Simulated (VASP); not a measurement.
# InP (I-4m2) in VASP: notebook

The runs below take InP through single point, with LDA.

All numbers are computed with VASP 6.6.1; they aren't measurements. Logs are shortened: lines on timing, memory, paths and dates and some standing lists are left out, and cuts for length are marked.

### 1 The cell of the first run

It takes space group I-4m2 (No. 119, tetragonal). Conventional cell: a = 4.100 Å, b = 4.100 Å, c = 5.858 Å, α = 90.00°, β = 90.00°, γ = 90.00°. Within 3.3 Å of In (site symmetry -4m2) lie 4 P at 2.52 Å. Within 3.3 Å of P (site symmetry -4m2) lie 4 In at 2.52 Å.

### 2 Single point, LDA (in-plane strain -0.005, then relaxed in part)

INCAR reads:

```
SYSTEM = InP
PREC = Accurate
ENCUT = 520
EDIFF = 1E-7
ISMEAR = 0
SIGMA = 0.01
LREAL = .FALSE.
LASPH = .TRUE.
NELM = 60
ALGO = Normal
ISIF = 2
LWAVE = .FALSE.
LCHARG = .FALSE.
NBANDS = 16
```

KPOINTS reads:

```
Automatic mesh
0
G
  8 8 8
  0 0 0
```

POSCAR reads:

```
InP
1.0
    2.8990910621      2.8990910621      0.0000000000
   -2.8990910621      2.8990910621      0.0000000000
    0.0000000000      2.8990910621      2.9292354716
In P
1 1
Direct
    0.0000000000      0.0000000000      0.0000000000
    0.7500000000      0.2500000000      0.5000000000
```

Potentials or basis: VASP PAW LDA potentials, release 64 (In_d, P).

Launch:

```bash
> cat potpaw_LDA.64/In_d/POTCAR potpaw_LDA.64/P/POTCAR > POTCAR
> mpirun -np 1 vasp_std > vasp.out
```

OUTCAR:

```text
SYSTEM = InP
   PREC = Accurate
   ENCUT = 520
   EDIFF = 1E-7
   ISMEAR = 0
   LREAL = .FALSE.
   LASPH = .TRUE.
   NELM = 60
   ISIF = 2

 ion  position               nearest neighbor table
   1  0.000  0.000  0.000-   2 2.52   2 2.52   2 2.52   2 2.52
   2  0.750  0.250  0.500-   1 2.52   1 2.52   1 2.52   1 2.52

  LATTYP: Found a body centered tetragonal cell.
 ALAT       =     4.0999338986
 C/A-ratio  =     1.4289183894

  Lattice vectors:

 A1 = (   2.8990910621,   0.0000000000,  -2.9292354716)
 A2 = (  -2.8990910621,   0.0000000000,  -2.9292354716)
 A3 = (   0.0000000000,   2.8990910621,   2.9292354716)

Analysis of symmetry for initial positions (statically):
=====================================================================
 Subroutine PRICEL returns:
 Original cell was already a primitive cell.

 Routine SETGRP: Setting up the symmetry group for a
 body centered tetragonal supercell.

 Subroutine GETGRP returns: Found  8 space group operations
 (whereof  8 operations were pure point group operations)
 out of a pool of 16 trial point group operations.

The static configuration has the point symmetry D_2d.

Analysis of symmetry for dynamics (positions and initial velocities):
=====================================================================
 Subroutine PRICEL returns:
 Original cell was already a primitive cell.

 Routine SETGRP: Setting up the symmetry group for a
 body centered tetragonal supercell.

 Subroutine GETGRP returns: Found  8 space group operations
 (whereof  8 operations were pure point group operations)
 out of a pool of 16 trial point group operations.

The dynamic configuration has the point symmetry D_2d.

 Subroutine INISYM returns: Found  8 space group operations
 (whereof  8 operations are pure point group operations),
 and found     1 'primitive' translations

----------------------------------------------------------------------------------------

                                     Primitive cell

  volume of cell :      49.2389

  direct lattice vectors                    reciprocal lattice vectors
     2.899091062  2.899091062  0.000000000     0.172467849  0.172467849 -0.170693003
    -2.899091062  2.899091062  0.000000000    -0.172467849  0.172467849 -0.170693003
     0.000000000  2.899091062  2.929235472     0.000000000  0.000000000  0.341386007

  length of vectors
     4.099933899  4.099933899  4.121304337     0.297701897  0.297701897  0.341386007

  position of ions in fractional coordinates (direct lattice)
     0.000000000  0.000000000  0.000000000
     0.750000000  0.250000000  0.500000000

  ion indices of the primitive-cell ions
   primitive index   ion index
                 1           1
                 2           2

----------------------------------------------------------------------------------------

 KPOINTS: Automatic mesh

Automatic generation of k-mesh.
 Grid dimensions read from file:
 generate k-points for:    8    8    8

 Generating k-lattice:

  Cartesian coordinates                     Fractional coordinates (reciprocal lattice)
     0.021558481  0.021558481 -0.021336625     0.125000000  0.000000000  0.000000000
    -0.021558481  0.021558481 -0.021336625     0.000000000  0.125000000  0.000000000
     0.000000000  0.000000000  0.042673251     0.000000000  0.000000000  0.125000000

  Length of vectors
     0.037212737  0.037212737  0.042673251

  Shift w.r.t. Gamma in fractional coordinates (k-lattice)
     0.000000000  0.000000000  0.000000000

 Subroutine IBZKPT returns following result:
 ===========================================

 Found     59 irreducible k-points:

 Following reciprocal coordinates:
            Coordinates               Weight
  0.000000  0.000000  0.000000      1.000000
  0.125000  0.000000 -0.000000      8.000000
  0.250000  0.000000 -0.000000      8.000000
  0.375000  0.000000 -0.000000      8.000000
  0.500000  0.000000 -0.000000      4.000000
  0.125000  0.125000 -0.000000      8.000000
[... 16 lines left out ...]
  0.250000  0.000000  0.125000      4.000000
  0.375000  0.000000  0.125000      8.000000
 [... further k-points ...]
   k-points           NKPTS =     59   k-points in BZ     NKDIM =     59   number of bands    NBANDS=     16
   number of dos      NEDOS =    301   number of ions     NIONS =      2
   total plane-waves  NPLWV =  28800
   dimension x,y,z NGX =    30 NGY =   30 NGZ =   32
   dimension x,y,z NGXF=    60 NGYF=   60 NGZF=   64
   ions per type =               1   1
   NGX,Y,Z   is equivalent  to a cutoff of  12.16, 12.16, 12.91 a.u.
   NGXF,Y,Z  is equivalent  to a cutoff of  24.33, 24.33, 25.82 a.u.
 SYSTEM =  InP
   PREC   = accura    normal or accurate (medium, high low for compatibility)
   ISTART =      0    job   : 0-new  1-cont  2-samecut
   ICHARG =      2    charge: 1-file 2-atom 10-const
   ISPIN  =      1    spin polarized calculation?
   LNONCOLLINEAR =      F non collinear calculations
   LSORBIT =      F    spin-orbit coupling
   LASPH  =      T    aspherical Exc in radial PAW
   ENCUT  =  520.0 eV  38.22 Ry    6.18 a.u.   7.62  7.62  7.66*2*pi/ulx,y,z
   NELM   =     60;   NELMIN=  2; NELMDL= -5     # of ELM steps
   EDIFF  = 0.1E-06   stopping-criterion for ELM
   LREAL  =      F    real-space projection
   EDIFFG = 0.1E-05   stopping-criterion for IOM
   NSW    =      0    number of steps for IOM
   IBRION =     -1    ionic relax: 0-MD 1-quasi-New 2-CG
   NFREE  =      0    steps in history (QN), initial steepest desc. (CG)
   ISIF   =      2    stress and relaxation
   ISYM   =      2    0-nonsym 1-usesym 2-fastsym
   POTIM  = 0.5000    time-step for ionic-motion
   TEBEG  =    0.0;   TEEND  =   0.0 temperature during run
   PSTRESS=    0.0 pullay stress
   NELECT =      18.0000    total number of electrons
   NUPDOWN=      -1.0000    fix difference up-down
   EMIN   =  10.00;   EMAX   =-10.00  energy-range for DOS
   EFERMI =   0.00;   METHOD = LEGACY
   ISMEAR =     0;   SIGMA  =   0.01  broadening in eV -4-tet -1-fermi 0-gaus
   EFERMI_NEDOS =   21; number of points for ismear=-14 and -15
   IALGO  =     38    algorithm
   IMIX   =      4    mixing-type and parameters
     AMIX     =   0.40;   BMIX     =  1.00
     AMIX_MAG =   1.60;   BMIX_MAG =  1.00
  volume/ion in A,a.u.               =      24.62       166.14
  Fermi-wavevector in a.u.,A,eV,Ry     =   1.170567  2.212051 18.643077  1.370227
  Thomas-Fermi vector in A             =   2.307024
   LORBIT       =      0    0 simple, 1 ext, 2 COOP (PROOUT), +10 PAW based schemes
   GGA     = CA    functional components
   LHFCALC =     F    Hartree Fock is set to
   AEXX    =    0.0000 exact exchange contribution
   IVDW    =     0    specifies the selected vdW correction
   LEPSILON=     F    determine dielectric tensor
   LRPA    =     F    only Hartree local field effects (RPA)
 non-spin polarized calculation
 Gauss-broadening in eV      SIGMA  =   0.01
  energy-cutoff  :      520.00
  volume of cell :       49.24
 maximum number of plane-waves:      1363
   NGX = 15   NGY = 15   NGZ = 15

 number of electron      18.0000009 magnetization

 Free energy of the ion-electron system (eV)
  ---------------------------------------------------
  ext. energy  EPLUGINS =         0.00000000
  ---------------------------------------------------
  free energy    TOTEN  =        -9.67130702 eV

  energy without entropy =       -9.67130702  energy(sigma->0) =       -9.67130702

 E-fermi :   5.3262     XC(G=0):  -9.7058

 val. band max:        5.2723618844   @ k =   0.0000   0.0000   0.0000
 cond. band min:       5.8842828336   @ k =   0.0000   0.0000   0.0000
 fundamental gap:      0.6119209492
 Fermi energy:         5.3262498806

 k-point     1 :       0.0000    0.0000    0.0000
  band No.  band energies     occupation
      1      -8.9835      2.00000
      2      -8.9791      2.00000
      3      -8.9791      2.00000
      4      -8.8145      2.00000
      5      -8.8142      2.00000
      6      -6.4435      2.00000
[... 8 lines left out ...]
     15      14.6576      0.00000
     16      14.8231      0.00000

 k-point     2 :       0.1250    0.0000   -0.0000
  band No.  band energies     occupation
      1      -9.0015      2.00000
      2      -8.9737      2.00000
      3      -8.9710      2.00000
      4      -8.8146      2.00000
      5      -8.8139      2.00000
      6      -6.2571      2.00000
[... 8 lines left out ...]
     15      14.1019      0.00000
     16      14.4471      0.00000

 k-point     3 :       0.2500    0.0000   -0.0000
  band No.  band energies     occupation
      1      -9.0488      2.00000
      2      -8.9564      2.00000
      3      -8.9537      2.00000
      4      -8.8125      2.00000
      5      -8.8107      2.00000
      6      -5.7351      2.00000
[... 8 lines left out ...]
     15      13.8254      0.00000
     16      14.2059      0.00000

 k-point     4 :       0.3750    0.0000   -0.0000
  band No.  band energies     occupation
      1      -9.0929      2.00000
      2      -8.9435      2.00000
      3      -8.9407      2.00000
      4      -8.8058      2.00000
      5      -8.8026      2.00000
      6      -5.0280      2.00000
[... 8 lines left out ...]
     15      14.7382      0.00000
     16      14.7718      0.00000
[... 324 lines left out ...]
 k-point    22 :       0.0000    0.0000    0.1250
  band No.  band energies     occupation
      1      -9.0188      2.00000
      2      -8.9632      2.00000
      3      -8.9632      2.00000
      4      -8.8206      2.00000
      5      -8.8090      2.00000
      6      -6.1989      2.00000
[... 8 lines left out ...]
     15      14.8591      0.00000
     16      14.9585      0.00000

 k-point    23 :       0.2500    0.0000    0.1250
  band No.  band energies     occupation
      1      -9.0318      2.00000
      2      -8.9617      2.00000
      3      -8.9578      2.00000
      4      -8.8197      2.00000
      5      -8.8085      2.00000
      6      -5.9559      2.00000
[... 8 lines left out ...]
     15      14.1346      0.00000
     16      15.4284      0.00000

 k-point    24 :       0.3750    0.0000    0.1250
  band No.  band energies     occupation
      1      -9.0747      2.00000
      2      -8.9432      2.00000
      3      -8.9429      2.00000
      4      -8.8189      2.00000
      5      -8.8038      2.00000
      6      -5.3590      2.00000
[... 8 lines left out ...]
     15      14.8428      0.00000
     16      15.5088      0.00000

 [... further k-points ...]
[... 5 lines left out ...]
  --------------------------------------------------------------------------------------
  -------------------------------------------------------------------------------------
  Total        0.1482451      0.1482451      0.0060021      0.0000000      0.0000000     -0.0000000
  in kB        4.8237286      4.8237286      0.1953010      0.0000000      0.0000000     -0.0000000
  external PRESSURE =       3.2809194 kB  Pullay stress =       0.0000000 kB

 VOLUME and BASIS-vectors are now :
 -----------------------------------------------------------------------------
  energy-cutoff  :      520.00
  volume of cell :       49.24
      direct lattice vectors                 reciprocal lattice vectors
     2.899091062  2.899091062  0.000000000     0.172467849  0.172467849 -0.170693003
    -2.899091062  2.899091062  0.000000000    -0.172467849  0.172467849 -0.170693003
     0.000000000  2.899091062  2.929235472     0.000000000  0.000000000  0.341386007

 POSITION                                       TOTAL-FORCE (eV/Angst)
 -----------------------------------------------------------------------------------
      0.00000      0.00000      0.00000        -0.000000     -0.000000      0.000000
      1.44955      4.34864      1.46462         0.000000      0.000000      0.000000
 -----------------------------------------------------------------------------------
    total drift:                               -0.000003     -0.000000     -0.000000

  FREE ENERGIE OF THE ION-ELECTRON SYSTEM (eV)
  ---------------------------------------------------
  free  energy   TOTEN  =        -9.6713070246 eV

  energy  without entropy=       -9.6713070246  energy(sigma->0) =       -9.67130702
```

It took 20 s on 1 thread of AMD EPYC 9R45 (Zen 5), shared host; peak memory 0.15 GiB.

What came out:

* Free energy: -9.6713 eV
* Pressure: 0.3 GPa
* Band gap on the k mesh: 0.61 eV, direct

Caveat: the cell differs from its parent crystal (in-plane strain -0.005, then relaxed in part); spin-orbit coupling is left out, which moves the levels of the heavy elements.

### 3 Single point, LDA (in-plane strain -0.005)

INCAR reads:

```
SYSTEM = InP
ALGO = Normal
EDIFF = 1E-6
ENCUT = 520
GGA = CA
ISIF = 2
ISMEAR = 0
LASPH = .True.
LCHARG = .True.
LELF = .True.
LREAL = .False.
LVHAR = .True.
LWAVE = .False.
NBANDS = 16
NELM = 60
PREC = Accurate
SIGMA = 0.01
```

KPOINTS reads:

```
k-points
0
Gamma
  8 8 8
  0 0 0
```

Changes to POSCAR since step 2:

```diff
@@ -4,3 +4,3 @@
    -2.8990910621      2.8990910621      0.0000000000
-    0.0000000000      2.8990910621      2.9292354716
+    0.0000000000      2.8990910621      2.9224003370
 In P
```

Potentials or basis: VASP PAW LDA potentials, release 64 (In_d, P).

Launch:

```bash
> cat potpaw_LDA.64/In_d/POTCAR potpaw_LDA.64/P/POTCAR > POTCAR
> mpirun -np 1 vasp_std > vasp.out
```

It took 20 s on 1 thread of AMD EPYC 9R45 (Zen 5), shared host; peak memory 0.15 GiB.

Results (log left out):

```yaml
Free_energy: -9.6712 eV
Pressure: 0.5 GPa
Band_gap_on_the_k_mesh: 0.63 eV, direct
```

Stress tensor (GPa, compression positive):
```
0.62 0.00 0.00
0.00 0.62 0.00
0.00 0.00 0.26
```

Levels at points of the mesh, in eV from the valence-band top:
```
           k point  band 7  band 8  band 9  band 10  band 11  band 12
(0.00, 0.00, 0.00)   -0.04    0.00    0.00     0.63     3.94     3.94
(0.50, 0.00, 0.00)   -5.97   -1.07   -1.01     1.37     4.66     4.72
(0.50, 0.50, 0.00)   -5.96   -2.47   -2.47     1.53     2.08     9.16
(0.00, 0.00, 0.50)   -6.01   -2.42   -2.42     1.57     2.16     9.08
```

Caveat: the cell differs from its parent crystal (in-plane strain -0.005); spin-orbit coupling is left out, which moves the levels of the heavy elements.
